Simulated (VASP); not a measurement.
# BN (Fmm2) in VASP: further runs

Runs on BN. Level: PBE+D3(BJ). Tasks: single point.

All numbers are computed with VASP 6.6.1; they aren't measurements. Logs are shortened: lines on timing, memory, paths and dates and some standing lists are left out, and cuts for length are marked.

### Step 1. The cell of the first run

Symmetry: Fmm2, No. 42, orthorhombic system. The conventional cell has a = 2.846 Å, b = 6.108 Å, c = 4.120 Å, α = 90.00°, β = 90.00°, γ = 90.00°. B (site symmetry mm2) has 3 N at 1.41 to 1.56 Å within 1.9 Å. N (site symmetry mm2) has 3 B at 1.41 to 1.56 Å within 1.9 Å.

### Step 2. Single point, PBE+D3(BJ)

INCAR

```
SYSTEM = BN
  PREC = Accurate
  ENCUT = 600
  EDIFF = 1E-6
  ISMEAR = 0
  SIGMA = 0.05
  LREAL = .False.
  LASPH = .True.
  NELM = 120
  ALGO = Normal
  ISIF = 2
  LWAVE = .False.
  LCHARG = .False.
  GGA = PE
  IVDW = 12
  NBANDS = 11
  GGA_COMPAT = .False.
```

KPOINTS

```
regular mesh
0
Gamma
  12 12 12
  0 0 0
```

POSCAR

```
BN
1.0
    0.0000000000      3.0541686412      2.0599698839
    1.4228082068      0.0000000000      2.0599698839
    1.4228082068      3.0541686412      0.0000000000
B N
1 1
Direct
    0.0050298370      0.0050298370      0.9949701630
    0.6616701530      0.6616701530      0.3383298470
```

Potentials or basis: VASP PAW PBE potentials, release 64 (B, N).

Run with:

```
$ cat potpaw_PBE.64/B/POTCAR potpaw_PBE.64/N/POTCAR > POTCAR
$ mpirun -np 1 vasp_std > vasp.out
```

OUTCAR:

```text
SYSTEM = BN
   PREC = Accurate
   ENCUT = 600
   EDIFF = 1E-6
   ISMEAR = 0
   LREAL = .False.
   LASPH = .True.
   NELM = 120
   ISIF = 2
   GGA = PE
   IVDW = 12
 IVDW          = 12

 ion  position               nearest neighbor table
   1  0.005  0.005  0.995-   2 1.41   2 1.56   2 1.56
   2  0.662  0.662  0.338-   1 1.41   1 1.56   1 1.56

  LATTYP: Found a face centered orthorhombic cell.
 ALAT       =     2.8456164136
 B/A-ratio  =     1.4478197933
 C/A-ratio  =     2.1465778919

  Lattice vectors:

 A1 = (   0.0000000000,   3.0541686412,   2.0599698839)
 A2 = (  -1.4228082068,   3.0541686412,   0.0000000000)
 A3 = (  -1.4228082068,   0.0000000000,   2.0599698839)

Analysis of symmetry for initial positions (statically):
=====================================================================
 Subroutine PRICEL returns:
 Original cell was already a primitive cell.

 Routine SETGRP: Setting up the symmetry group for a
 face centered orthorhombic supercell.

 Subroutine GETGRP returns: Found  4 space group operations
 (whereof  4 operations were pure point group operations)
 out of a pool of  8 trial point group operations.

The static configuration has the point symmetry C_2v.

Analysis of symmetry for dynamics (positions and initial velocities):
=====================================================================
 Subroutine PRICEL returns:
 Original cell was already a primitive cell.

 Routine SETGRP: Setting up the symmetry group for a
 face centered orthorhombic supercell.

 Subroutine GETGRP returns: Found  4 space group operations
 (whereof  4 operations were pure point group operations)
 out of a pool of  8 trial point group operations.

The dynamic configuration has the point symmetry C_2v.

 Subroutine INISYM returns: Found  4 space group operations
 (whereof  4 operations are pure point group operations),
 and found     1 'primitive' translations

----------------------------------------------------------------------------------------

                                     Primitive cell

  volume of cell :      17.9032

  direct lattice vectors                    reciprocal lattice vectors
     0.000000000  3.054168641  2.059969884    -0.351417709  0.163710672  0.242721995
     1.422808207  0.000000000  2.059969884     0.351417709 -0.163710672  0.242721995
     1.422808207  3.054168641  0.000000000     0.351417709  0.163710672 -0.242721995

  length of vectors
     3.683941098  2.503569275  3.369321784     0.457394312  0.457394312  0.457394312

  position of ions in fractional coordinates (direct lattice)
     0.005029837  0.005029837  0.994970163
     0.661670153  0.661670153  0.338329847

  ion indices of the primitive-cell ions
   primitive index   ion index
                 1           1
                 2           2

----------------------------------------------------------------------------------------

 KPOINTS: regular mesh

Automatic generation of k-mesh.
 Grid dimensions read from file:
 generate k-points for:   12   12   12

 Generating k-lattice:

  Cartesian coordinates                     Fractional coordinates (reciprocal lattice)
    -0.029284809  0.013642556  0.020226833     0.083333333  0.000000000  0.000000000
     0.029284809 -0.013642556  0.020226833    -0.000000000  0.083333333 -0.000000000
     0.029284809  0.013642556 -0.020226833     0.000000000  0.000000000  0.083333333

  Length of vectors
     0.038116193  0.038116193  0.038116193

  Shift w.r.t. Gamma in fractional coordinates (k-lattice)
     0.000000000  0.000000000  0.000000000

 Subroutine IBZKPT returns following result:
 ===========================================

 Found    280 irreducible k-points:

 Following reciprocal coordinates:
            Coordinates               Weight
  0.000000  0.000000  0.000000      1.000000
  0.083333  0.000000  0.000000      8.000000
  0.166667  0.000000 -0.000000      8.000000
  0.250000  0.000000  0.000000      8.000000
  0.333333  0.000000 -0.000000      8.000000
  0.416667  0.000000  0.000000      8.000000
[... 16 lines left out ...]
  0.500000  0.166667 -0.000000      8.000000
 -0.416667  0.166667 -0.000000      8.000000
 [... further k-points ...]
   k-points           NKPTS =    280   k-points in BZ     NKDIM =    280   number of bands    NBANDS=     11
   number of dos      NEDOS =    301   number of ions     NIONS =      2
   total plane-waves  NPLWV =  16800
   dimension x,y,z NGX =    30 NGY =   20 NGZ =   28
   dimension x,y,z NGXF=    60 NGYF=   40 NGZF=   56
   ions per type =               1   1
   NGX,Y,Z   is equivalent  to a cutoff of  13.54, 13.28, 13.82 a.u.
   NGXF,Y,Z  is equivalent  to a cutoff of  27.08, 26.56, 27.63 a.u.
 SYSTEM =  BN
   PREC   = accura    normal or accurate (medium, high low for compatibility)
   ISTART =      0    job   : 0-new  1-cont  2-samecut
   ICHARG =      2    charge: 1-file 2-atom 10-const
   ISPIN  =      1    spin polarized calculation?
   LNONCOLLINEAR =      F non collinear calculations
   LSORBIT =      F    spin-orbit coupling
   LASPH  =      T    aspherical Exc in radial PAW
   ENCUT  =  600.0 eV  44.10 Ry    6.64 a.u.   7.36  5.00  6.73*2*pi/ulx,y,z
   NELM   =    120;   NELMIN=  2; NELMDL= -5     # of ELM steps
   EDIFF  = 0.1E-05   stopping-criterion for ELM
   LREAL  =      F    real-space projection
   EDIFFG = 0.1E-04   stopping-criterion for IOM
   NSW    =      0    number of steps for IOM
   IBRION =     -1    ionic relax: 0-MD 1-quasi-New 2-CG
   NFREE  =      0    steps in history (QN), initial steepest desc. (CG)
   ISIF   =      2    stress and relaxation
   ISYM   =      2    0-nonsym 1-usesym 2-fastsym
   POTIM  = 0.5000    time-step for ionic-motion
   TEBEG  =    0.0;   TEEND  =   0.0 temperature during run
   PSTRESS=    0.0 pullay stress
   NELECT =       8.0000    total number of electrons
   NUPDOWN=      -1.0000    fix difference up-down
   EMIN   =  10.00;   EMAX   =-10.00  energy-range for DOS
   EFERMI =   0.00;   METHOD = LEGACY
   ISMEAR =     0;   SIGMA  =   0.05  broadening in eV -4-tet -1-fermi 0-gaus
   EFERMI_NEDOS =   21; number of points for ismear=-14 and -15
   IALGO  =     38    algorithm
   IMIX   =      4    mixing-type and parameters
     AMIX     =   0.40;   BMIX     =  1.00
     AMIX_MAG =   1.60;   BMIX_MAG =  1.00
  volume/ion in A,a.u.               =       8.95        60.41
  Fermi-wavevector in a.u.,A,eV,Ry     =   1.251588  2.365158 21.313155  1.566473
  Thomas-Fermi vector in A             =   2.385528
   LORBIT       =      0    0 simple, 1 ext, 2 COOP (PROOUT), +10 PAW based schemes
   GGA     = PE    functional components
   LHFCALC =     F    Hartree Fock is set to
   AEXX    =    0.0000 exact exchange contribution
   IVDW    =    12    specifies the selected vdW correction
   LEPSILON=     F    determine dielectric tensor
   LRPA    =     F    only Hartree local field effects (RPA)
 non-spin polarized calculation
 Gauss-broadening in eV      SIGMA  =   0.05
  energy-cutoff  :      600.00
  volume of cell :       17.90
 maximum number of plane-waves:       616
 NGX is ok and might be reduce to    30
   NGX = 15   NGY =  9   NGZ = 13

 number of electron       8.0000000 magnetization

 Free energy of the ion-electron system (eV)
  ---------------------------------------------------
  ext. energy  EPLUGINS =         0.00000000
  ---------------------------------------------------
  free energy    TOTEN  =       -16.86691296 eV

  energy without entropy =      -16.86691296  energy(sigma->0) =      -16.86691296

 E-fermi :   3.5645     XC(G=0): -10.4024

 val. band max:        3.3375742818   @ k =   0.5000   0.5000   0.0000
 cond. band min:       6.4066287214   @ k =   0.0000   0.5000   0.5000
 fundamental gap:      3.0690544396
 Fermi energy:         3.5644690853

 k-point     1 :       0.0000    0.0000    0.0000
  band No.  band energies     occupation
      1     -14.7942      2.00000
      2      -0.4258      2.00000
      3       0.8414      2.00000
      4       1.5118      2.00000
      5       7.8069      0.00000
      6      12.4079      0.00000
      7      13.1042      0.00000
      8      13.9494      0.00000
      9      18.2093      0.00000
     10      26.7595      0.00000
     11      27.5625      0.00000

 k-point     2 :       0.0833    0.0000    0.0000
  band No.  band energies     occupation
      1     -14.6698      2.00000
      2      -0.3749      2.00000
      3       0.3538      2.00000
      4       1.2622      2.00000
      5       8.1956      0.00000
      6      12.6481      0.00000
      7      13.2636      0.00000
      8      13.7660      0.00000
      9      18.3265      0.00000
     10      25.3289      0.00000
     11      27.1873      0.00000

 k-point     3 :       0.1667    0.0000   -0.0000
  band No.  band energies     occupation
      1     -14.3055      2.00000
      2      -1.0405      2.00000
      3      -0.1625      2.00000
      4       0.8467      2.00000
      5       9.1187      0.00000
      6      12.1759      0.00000
      7      13.2508      0.00000
      8      14.6632      0.00000
      9      18.8238      0.00000
     10      23.3360      0.00000
     11      27.5260      0.00000

 k-point     4 :       0.2500    0.0000    0.0000
  band No.  band energies     occupation
      1     -13.7326      2.00000
      2      -2.7236      2.00000
      3       0.1406      2.00000
      4       0.4260      2.00000
      5       9.7480      0.00000
      6      11.1957      0.00000
      7      13.8015      0.00000
      8      15.8629      0.00000
      9      19.8792      0.00000
     10      22.0460      0.00000
     11      27.5144      0.00000

 k-point     5 :       0.3333    0.0000   -0.0000
  band No.  band energies     occupation
      1     -13.0254      2.00000
      2      -4.3493      2.00000
      3       0.0071      2.00000
      4       0.6399      2.00000
      5       8.5005      0.00000
      6      12.0507      0.00000
      7      14.3264      0.00000
      8      17.0919      0.00000
      9      20.8886      0.00000
     10      21.4910      0.00000
     11      27.0767      0.00000
[... 211 lines left out ...]
 k-point    21 :       0.3333    0.1667    0.0000
  band No.  band energies     occupation
      1     -13.1765      2.00000
      2      -3.2108      2.00000
      3      -0.7599      2.00000
      4       1.0591      2.00000
      5       9.6531      0.00000
      6      10.2754      0.00000
      7      13.4411      0.00000
      8      16.3763      0.00000
      9      20.6870      0.00000
     10      21.3624      0.00000
     11      27.8132      0.00000

 k-point    22 :       0.4167    0.1667    0.0000
  band No.  band energies     occupation
      1     -12.4842      2.00000
      2      -4.6081      2.00000
      3      -1.2497      2.00000
      4       1.5105      2.00000
      5       8.3362      0.00000
      6      11.5364      0.00000
      7      14.3743      0.00000
      8      16.6786      0.00000
      9      19.8707      0.00000
     10      22.6748      0.00000
     11      27.3952      0.00000

 k-point    23 :       0.5000    0.1667   -0.0000
  band No.  band energies     occupation
      1     -11.9080      2.00000
      2      -5.5641      2.00000
      3      -1.6715      2.00000
      4       1.7928      2.00000
      5       7.2520      0.00000
      6      13.1334      0.00000
      7      15.1078      0.00000
      8      17.1534      0.00000
      9      19.4096      0.00000
     10      23.4156      0.00000
     11      26.0603      0.00000

 k-point    24 :      -0.4167    0.1667   -0.0000
  band No.  band energies     occupation
      1     -11.7782      2.00000
      2      -5.7171      2.00000
      3      -1.9300      2.00000
      4       1.6380      2.00000
      5       7.0529      0.00000
      6      14.0183      0.00000
      7      15.9256      0.00000
      8      17.2718      0.00000
      9      19.9557      0.00000
     10      23.0494      0.00000
     11      24.8671      0.00000

 [... further k-points ...]

------------------------ aborting loop because EDIFF is reached ----------------------------------------

 Edisp (eV)   -0.28910

 E8    (eV) :    -0.0856

  FORCE on cell =-STRESS in cart. coord.  units (eV):
  Direction    XX          YY          ZZ          XY          YZ          ZX
  --------------------------------------------------------------------------------------
  -------------------------------------------------------------------------------------
  Total      -9.35546     0.20960     2.14959     0.00000     0.00000     0.00000
  in kB    -837.23174    18.75705   192.36910     0.00000     0.00000     0.00000
  external pressure =     -208.70 kB  Pullay stress =        0.00 kB

 VOLUME and BASIS-vectors are now :
 -----------------------------------------------------------------------------
  energy-cutoff  :      600.00
  volume of cell :       17.90
      direct lattice vectors                 reciprocal lattice vectors
     0.000000000  3.054168641  2.059969884    -0.351417709  0.163710672  0.242721995
     1.422808207  0.000000000  2.059969884     0.351417709 -0.163710672  0.242721995
     1.422808207  3.054168641  0.000000000     0.351417709  0.163710672 -0.242721995

 POSITION                                       TOTAL-FORCE (eV/Angst)
 -----------------------------------------------------------------------------------
      1.42281      3.05417      0.02072         0.000000      0.000000      0.028511
      1.42281      3.05417      2.72604         0.000000      0.000000     -0.028511
 -----------------------------------------------------------------------------------
    total drift:                               -0.000002      0.000006     -0.000095

  FREE ENERGIE OF THE ION-ELECTRON SYSTEM (eV)
  ---------------------------------------------------
  free  energy   TOTEN  =       -17.1560158440 eV

  energy  without entropy=      -17.1560158440  energy(sigma->0) =      -17.15601584
```

It took 82 s on 1 thread of Intel Xeon 8259CL, shared host; peak memory 0.2 GiB.

What came out:

| Quantity | Value |
| --- | --- |
| Free energy | -17.1560 eV |
| Pressure | -20.9 GPa |
| Largest force | 0.029 eV/Å |
| Band gap on the k mesh | 3.07 eV (least direct gap 4.21 eV) |
| Dispersion energy per atom | -0.145 eV |

Forces on the atoms (eV/Å):
```
B    0.000  0.000  0.029
N    0.000  0.000 -0.029
```

Stress tensor (GPa, compression positive):
```
-83.72   0.00   0.00
  0.00   1.88   0.00
  0.00   0.00  19.24
```

Caveat: the cell differs from its parent crystal (strain +e along x and -e along y +0.1100, strain +e along z and -e/2 along x and y -0.0500); the stress differs along the axes, from -84 to 19 GPa.

(Continued in part 2 of 2.)
